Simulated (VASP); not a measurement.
# Cl in VASP: a series of runs, part 2 of 2

VASP 6.6.1.

## Step 3: Single point, r2SCAN+D3(BJ)

POSCAR

```
Cl
1.0
    7.6630940000      0.0000000000      0.0000000000
    0.0000000000      7.6630940000      0.0000000000
    0.0000000000      0.0000000000      7.6630940000
Cl
12
Direct
    0.7113706291      0.0740692989      0.7638820560
    0.7537816971      0.3055423828      0.6499072046
    0.3842442752      0.3303756942      1.0163127322
    0.2365363129      0.2632357113      0.7956968817
    0.5462676042      0.8885444965      0.4203915546
    0.5529620281      0.7109269441      0.2340438470
    0.0113009184      1.0668667251      0.2173143119
    0.0574441603      0.7810422265      0.2076576380
    0.0813379035      0.7836912871      0.8521362259
    0.0655218375      0.7645084348      0.5733845885
    0.8466293119      0.4235756471      0.0102178050
    1.0002748237      0.4210309830      0.2322430079
```

INCAR.step1

```
PREC = Accurate ; ENCUT = 520
ISMEAR = -1 ; SIGMA = 0.02
LREAL = False ; LASPH = True
NELM = 100 ; NBANDS = 54
GGA = PE ; ALGO = Normal
EDIFF = 1E-4 ; LWAVE = True
LCHARG = False
```

INCAR.step2

```
PREC = Accurate ; ENCUT = 520
EDIFF = 1E-6 ; ISMEAR = -1
SIGMA = 0.02 ; LREAL = False
LASPH = True ; NELM = 100
ALGO = Normal ; ISIF = 2
LWAVE = False ; LCHARG = False
METAGGA = R2SCAN ; LMIXTAU = True
IVDW = 12 ; VDW_S6 = 1.0
VDW_S8 = 0.78981345 ; VDW_A1 = 0.49484001
VDW_A2 = 5.73083694 ; NBANDS = 54
ISTART = 1
```

KPOINTS

```
Automatic mesh
0
Gamma
  1 1 1
```

Potentials or basis: VASP PAW PBE potentials, release 64 (Cl).

On the command line:

```console
cat potpaw_PBE.64/Cl/POTCAR > POTCAR
cp INCAR.step1 INCAR
mpirun -np 1 vasp_gam > vasp.out
cp INCAR.step2 INCAR
mpirun -np 1 vasp_gam > vasp.out
```

OUTCAR:

```text
PREC = Accurate
   ENCUT = 520
   EDIFF = 1E-6
   ISMEAR = -1
   LREAL = False
   LASPH = True
   NELM = 100
   ISIF = 2
   METAGGA = R2SCAN
   IVDW = 12
   ISTART = 1
 IVDW          = 12

 ion  position               nearest neighbor table
   1  0.711  0.074  0.764-   2 2.00
   2  0.754  0.306  0.650-   1 2.00
   3  0.384  0.330  0.016-   4 2.10
   4  0.237  0.263  0.796-   3 2.10
   5  0.546  0.889  0.420-   6 1.97
   6  0.553  0.711  0.234-   5 1.97
[... 262 lines left out ...]
  external pressure =      -21.97 kB  Pullay stress =        0.00 kB

 VOLUME and BASIS-vectors are now :
 -----------------------------------------------------------------------------
  energy-cutoff  :      520.00
  volume of cell :      450.00
      direct lattice vectors                 reciprocal lattice vectors
     7.663094000  0.000000000  0.000000000     0.130495594  0.000000000  0.000000000
     0.000000000  7.663094000  0.000000000     0.000000000  0.130495594  0.000000000
     0.000000000  0.000000000  7.663094000     0.000000000  0.000000000  0.130495594

 POSITION                                       TOTAL-FORCE (eV/Angst)
 -----------------------------------------------------------------------------------
      5.45130      0.56760      5.85370         0.065284      0.406485     -0.261552
      5.77630      2.34140      4.98030        -0.092634     -0.351644      0.267734
      2.94450      2.53170      0.12501        -0.805484     -0.409269     -1.499292
      1.81260      2.01720      6.09750         1.001357      0.428841      1.468374
      4.18610      6.80900      3.22150         0.016441      0.081526      0.142863
      4.23740      5.44790      1.79350        -0.005998     -0.165524     -0.211317
      0.08660      0.51241      1.66530         0.446884     -0.572714      0.204299
      0.44020      5.98520      1.59130        -0.534043      0.768474      0.287794
      0.62330      6.00550      6.53000        -0.222589     -0.257520     -0.254788
      0.50210      5.85850      4.39390         0.069944      0.173826      0.123536
      6.48780      3.24590      0.07830         0.539391      0.022835      0.784289
      0.00211      3.22640      1.77970        -0.478554     -0.125316     -1.051939
 -----------------------------------------------------------------------------------
    total drift:                                0.001174      0.004664     -0.001806

  FREE ENERGIE OF THE ION-ELECTRON SYSTEM (eV)
  ---------------------------------------------------
  free  energy   TOTEN  =       -74.5029861552 eV

  energy  without entropy=      -74.5029861552  energy(sigma->0) =      -74.50298616
```

It took 80 s on 1 thread of AMD EPYC 9R45 (Zen 5), shared host; peak memory 0.46 GiB.

What came out:

```
Free energy                : -74.5030 eV
Pressure                   : -2.2 GPa
Largest force              : 1.828 eV/Å
Band gap on the k mesh     : 1.78 eV
Dispersion energy per atom : -0.057 eV
```

Forces on the atoms (eV/Å):
```
Cl   0.065  0.406 -0.262
Cl  -0.093 -0.352  0.268
Cl  -0.805 -0.409 -1.499
Cl   1.001  0.429  1.468
Cl   0.016  0.082  0.143
Cl  -0.006 -0.166 -0.211
Cl   0.447 -0.573  0.204
Cl  -0.534  0.768  0.288
Cl  -0.223 -0.258 -0.255
Cl   0.070  0.174  0.124
Cl   0.539  0.023  0.784
Cl  -0.479 -0.125 -1.052
```

Stress tensor (GPa, compression positive):
```
-0.72 -0.17 -0.91
-0.17 -2.52 -0.04
-0.91 -0.04 -3.35
```

Levels at points of the mesh, in eV from the valence-band top:
```csv
k point,band 38,band 39,band 40,band 41,band 42,band 43,band 44,band 45,band 46,band 47
"(0.00, 0.00, 0.00)",-0.57,-0.28,-0.20,-0.03,0.00,1.78,2.17,2.41,2.64,3.42
```

Caveat: the k points lie up to 0.82 Å⁻¹ apart; the PAW data sets were made with another functional, which shifts forces and pressure a little.

## Step 4: Single point, r2SCAN+D3(BJ)

POSCAR

```
Cl
1.0
    7.6630940000      0.0000000000      0.0000000000
    0.0000000000      7.6630940000      0.0000000000
    0.0000000000      0.0000000000      7.6630940000
Cl
12
Direct
    0.7096872360      0.0771098462      0.7587666287
    0.7531292191      0.3034936019      0.6502073444
    0.3808774889      0.3330508539      1.0050640120
    0.2333261213      0.2607171464      0.8009167054
    0.5512264367      0.8911413588      0.4262508068
    0.5474029158      0.7076906534      0.2392506212
    0.0091346915      1.0693330918      0.2125642723
    0.0542339687      0.7805463433      0.2080491248
    0.0806723759      0.7842132695      0.8562076884
    0.0661351668      0.7686059965      0.5841243759
    0.8472295916      0.4258984687      0.0103874492
    1.0055207466      0.4154066230      0.2204070575
```

INCAR.step1

```
ALGO     = Normal         # electronic algorithm
EDIFF    = 1E-4           # SCF threshold, eV
ENCUT    = 520            # plane-wave cutoff, eV
GGA      = PE             # functional
ISMEAR   = -1             # smearing method
LASPH    = T              # aspherical terms in the spheres
LCHARG   = F              # write CHGCAR
LREAL    = F              # projectors in reciprocal space
LWAVE    = T              # write WAVECAR
NBANDS   = 54             # bands
NELM     = 80             # most SCF steps
PREC     = Accurate       # precision mode
SIGMA    = 0.02           # smearing width, eV
```

INCAR.step2

```
ALGO     = Normal         # electronic algorithm
EDIFF    = 1E-7           # SCF threshold, eV
ENCUT    = 520            # plane-wave cutoff, eV
ISIF     = 2              # what is computed and relaxed
ISMEAR   = -1             # smearing method
ISTART   = 1            
IVDW     = 12             # dispersion correction
LASPH    = T              # aspherical terms in the spheres
LCHARG   = F              # write CHGCAR
LMIXTAU  = T            
LREAL    = F              # projectors in reciprocal space
LWAVE    = F              # write WAVECAR
METAGGA  = R2SCAN         # meta-GGA
NBANDS   = 54             # bands
NELM     = 80             # most SCF steps
PREC     = Accurate       # precision mode
SIGMA    = 0.02           # smearing width, eV
VDW_A1   = 0.49484001   
VDW_A2   = 5.73083694   
VDW_S6   = 1.0          
VDW_S8   = 0.78981345
```

KPOINTS

```
k-points
0
Gamma
  1 1 1
```

On the command line:

```console
cat potpaw_PBE.64/Cl/POTCAR > POTCAR
cp INCAR.step1 INCAR
mpirun -np 1 vasp_gam > vasp.out
cp INCAR.step2 INCAR
mpirun -np 1 vasp_gam > vasp.out
```

Wall time 2.4 min (1 thread of AMD EPYC 9R45 (Zen 5), shared host); peak memory 0.46 GiB.

Results (log left out):

- Free energy: -74.6391 eV
- Pressure: -1.4 GPa
- Largest force: 0.939 eV/Å
- Band gap on the k mesh: 2.02 eV
- Dispersion energy per atom: -0.057 eV

Forces in eV/Å, atoms in the order of the input:
```
Cl  -0.102 -0.456  0.200
Cl   0.052  0.527 -0.247
Cl  -0.112 -0.135 -0.486
Cl   0.363  0.154  0.443
Cl   0.028 -0.373 -0.286
Cl  -0.017  0.267  0.214
Cl   0.514 -0.669  0.246
Cl  -0.469  0.729  0.360
Cl  -0.189 -0.199  0.078
Cl   0.023  0.098 -0.388
Cl   0.161  0.000  0.288
Cl  -0.253  0.056 -0.423
```

Stress tensor (GPa, compression positive):
```
-0.25  0.04 -0.35
 0.04 -2.22 -0.27
-0.35 -0.27 -1.84
```

Levels at points of the mesh, in eV from the valence-band top:
```
           k point  band 38  band 39  band 40  band 41  band 42  band 43  band 44  band 45  band 46  band 47
(0.00, 0.00, 0.00)    -0.50    -0.37    -0.26    -0.02     0.00     2.02     2.38     2.68     3.02     3.20
```

Caveat: the k points lie up to 0.82 Å⁻¹ apart; the PAW data sets were made with another functional, which shifts forces and pressure a little.
